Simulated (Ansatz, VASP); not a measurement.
One calculation of AlN, two programs

```
Al N
1.0
    -0.01936    2.18736    2.18736
     2.18736   -0.01936    2.18736
     2.18736    2.18736   -0.01936
Al N
1 1
Cartesian
  -0.0024 -0.0024 -0.0024
  1.0913 1.0913 1.0913
```

Change from the starting cell: epitaxial_111 strain +1.0%.

Alike in both runs: task single point; functional r2SCAN; k mesh 10 × 10 × 10; no spin polarisation.

|  | VASP | Ansatz |
| --- | --- | --- |
| version | VASP 6.6.1 | Ansatz 0.2.0 |
| potentials or method | VASP PAW PBE potentials, release 64 (Al, N) | plane waves, PAW |
| plane-wave cutoff (eV) | 520 | 500 |
| occupations | gaussian, width 0.01 eV | fixed |
| valence electrons in the cell | 8 | 8 |

```csv
,VASP,Ansatz,Ansatz less VASP
gap on the k mesh at the Fermi level (eV),3.85,3.85,+0.007
pressure (GPa),-3.8,-3.4,+0.39
"traceless stress, the component that is largest in VASP (GPa)",1.70,1.68,-0.017
```

VASP's potentials were made for PBE, not for r2SCAN.
